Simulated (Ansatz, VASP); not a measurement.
# One calculation of MgSiN, two programs

The input INCAR:

```
SYSTEM = MgSiN
ALGO     = Normal         ! electronic algorithm
EDIFF    = 1E-6           ! SCF threshold, eV
ENCUT    = 750            ! plane-wave cutoff, eV
GGA      = PE             ! functional
GGA_COMPAT= .FALSE.      
ISIF     = 2              ! what is computed and relaxed
ISMEAR   = 0              ! smearing method
LASPH    = .TRUE.         ! aspherical terms in the spheres
LCHARG   = .FALSE.        ! write CHGCAR
LREAL    = .FALSE.        ! projectors in reciprocal space
LWAVE    = .FALSE.        ! write WAVECAR
NBANDS   = 28             ! bands
NELM     = 120            ! most SCF steps
PREC     = Accurate       ! precision mode
SIGMA    = 0.1            ! smearing width, eV
```

File KPOINTS:

```
k-points
0
G
  6 6 2
  0 0 0
```

POSCAR

```
MgSiN
1.0
    3.0601833300      0.0000000000      0.0000000000
    0.0000000000      3.4178082700      0.0000000000
    0.0000000000      0.0000000000      7.6278237400
Mg Si N
2 2 2
Direct
    0.5000000000      0.5000000000      0.1039999900
    0.0000000000      0.0000000000      0.8960000100
    0.0000000000      0.5000000000      0.3279999900
    0.5000000000      0.0000000000      0.6720000100
    0.0000000000      0.5000000000      0.9629999800
    0.5000000000      0.0000000000      0.0370000200
```

Input for Ansatz:

```yaml
crystal:
  lattice:
    - [3.06018333, 0.0, 0.0]
    - [0.0, 3.41780827, 0.0]
    - [0.0, 0.0, 7.62782374]
  atoms:
    - { symbol: Mg, position: [0.5, 0.5, 0.10399999] }
    - { symbol: Mg, position: [0.0, 0.0, 0.89600001] }
    - { symbol: Si, position: [0.0, 0.5, 0.32799999] }
    - { symbol: Si, position: [0.5, 0.0, 0.67200001] }
    - { symbol: "N", position: [0.0, 0.5, 0.96299998] }
    - { symbol: "N", position: [0.5, 0.0, 0.03700002] }
basis:
  ecutwfc: 420
kpoints:
  mp_grid: { grid: [6, 6, 2] }
hamiltonian:
  xc: pbe
scf:
  occupations: { method: gaussian, width: 0.1 }
  lower_state_search: "off"
output:
  forces: true
  stress: true
  eigenvalues: true
```

Change from the starting cell: species swapped into the VBrO type (Pmmn, No. 59).

Alike in both runs: task single point; functional PBE; k mesh 6 × 6 × 2; occupations gaussian, width 0.1 eV; no spin polarisation.

|  | VASP | Ansatz |
| --- | --- | --- |
| version | VASP 6.6.1 | Ansatz 0.2.0 |
| potentials or method | VASP PAW PBE potentials, release 64 (Mg_sv, Si, N), cutoff 750 eV | scalar-relativistic, plane waves, PAW |
| valence electrons in the cell | 38 | 38 |

|  | VASP | Ansatz | Ansatz less VASP |
| --- | --- | --- | --- |
| gap on the k mesh at the Fermi level (eV) | none | none | - |
| rms of the force components (eV/Å) | 1.732 | 1.726 | -0.0057 |

Atom by atom the forces differ by 0.026 eV/Å (rms over components). A gap of «none» marks a metal or a gap that the smearing closes.

The k mesh is coarse, so the values compare programs but aren't converged.
